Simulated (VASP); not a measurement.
A run of VASP 6.6.1 is set up as follows.

Contents of INCAR:

```
SYSTEM = Al3Cu
PREC = Accurate ; ENCUT = 520
EDIFF = 1E-7 ; ISMEAR = 0
SIGMA = 0.15 ; LREAL = .FALSE.
LASPH = .TRUE. ; NELM = 80
ALGO = Fast ; ISIF = 2
LWAVE = .FALSE. ; LCHARG = .FALSE.
GGA = CA ; NBANDS = 18
```

Contents of KPOINTS:

```
Automatic mesh
0
G
  12 12 12
  0 0 0
```

Contents of POSCAR:

```
Al3Cu
1.0
    3.7777614565      0.0000000000      0.0000000000
    0.0000000000      3.7777614565      0.0000000000
    0.0000000000      0.0000000000      4.0138715475
Al Cu
3 1
Direct
    0.0000000000      0.5000000000      0.5000000000
    0.5000000000      0.0000000000      0.5000000000
    0.5000000000      0.5000000000      0.0000000000
    0.0000000000      0.0000000000      0.0000000000
```

Potentials or basis: VASP PAW LDA potentials, release 64 (Al, Cu).

Run with:

```bash
$ cat potpaw_LDA.64/Al/POTCAR potpaw_LDA.64/Cu/POTCAR > POTCAR
$ mpirun -np 1 vasp_std > vasp.out
```

Problem. Estimate the band gap on the k mesh.

Solution. Zero (band 10 reaches 10.43 eV, above the bottom of band 11 at 6.61 eV).

Problem. What does it give for the pressure?

Solution. 0.6 GPa.

Stress tensor (GPa, compression positive):
```
 2.99  0.00  0.00
 0.00  2.99  0.00
 0.00  0.00 -4.28
```
